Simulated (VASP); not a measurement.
Write the native input for VASP 6.6.1 that does the following.

```
Task                   : relaxation of cell and atoms
Functional             : PBE
Potentials or basis    : VASP PAW PBE potentials, release 64 (Cs_sv, Rb_sv, Tb_3), 4f in core
Cutoff                 : 500 eV
k mesh                 : 3 × 3 × 3
Occupations            : gaussian, width 0.1 eV
Spin                   : no spin polarisation
Dipole correction      : no
Further INCAR settings : ALGO = Normal; EDIFF = 1e-07; IBRION = 2; EDIFFG = -0.04; NSW = 90; ISIF = 3
```

The structure of CsRb3Tb lies in POSCAR:

```
CsRb3Tb
1.0
    3.5614233800      2.0561887500      5.2684336700
   -3.5614233800      2.0561887500      5.2684336700
    0.0000000000     -4.1123775000      5.2684336700
Cs Rb Tb
1 3 1
Direct
    0.5000000000      0.5000000000      0.5000000000
    0.0000000000      0.0000000000      0.5000000000
    0.5000000000      0.0000000000      0.0000000000
    0.0000000000      0.5000000000      0.0000000000
    0.0000000000      0.0000000000      0.0000000000
```

The cell was generated, and may not be a known phase.

These files were run (other wordings do the same):

INCAR

```
  PREC = Accurate
  ENCUT = 500
  EDIFF = 1E-7
  ISMEAR = 0
  SIGMA = 0.1
  LREAL = F
  LASPH = T
  NELM = 200
  ALGO = Normal
  ISIF = 3
  LWAVE = F
  LCHARG = F
  GGA = PE
  IBRION = 2
  NSW = 90
  EDIFFG = -0.04
  GGA_COMPAT = F
  NELMIN = 4
  LMAXMIX = 6
```

KPOINTS

```
Automatic mesh
0
Gamma
  3 3 3
```

Potentials or basis: VASP PAW PBE potentials, release 64 (Cs_sv, Rb_sv, Tb_3), 4f in core.

The run is started by

```bash
$ cat potpaw_PBE.64/Cs_sv/POTCAR potpaw_PBE.64/Rb_sv/POTCAR potpaw_PBE.64/Tb_3/POTCAR > POTCAR
$ mpirun -np 1 vasp_std > vasp.out
```

Results of the run:

```json
{
 "Relaxed volume": "100.20 Å³/atom",
 "Relaxed cell": "a = 8.019 Å, b = 8.019 Å, c = 8.019 Å, α = 81.74°, β = 81.74°, γ = 81.74°",
 "Space group after relaxing (to 0.1 Å)": "R-3m (No. 166)",
 "Energy gained by relaxing": "667.3 meV/atom",
 "Ionic steps": "11",
 "Pressure after relaxing": "0.0 GPa",
 "Band gap on the k mesh": "zero (an odd number of electrons rules out a gap without spin polarisation)"
}
```

Caveat: the k points lie up to 0.27 Å⁻¹ apart in the final cell, too coarse for converged energies and pressures of a metal; the volume moved by over 15 % at a fixed basis, so the end points are rough; spin-orbit coupling is left out, which moves the levels of the heavy elements; the 4f electrons are frozen in the core, so they carry no moment and show no levels.

Run time: 7.5 min on 1 thread of AMD EPYC 9R45 96-Core Processor (Zen 5), on a shared host, peak memory 0.35 GiB.
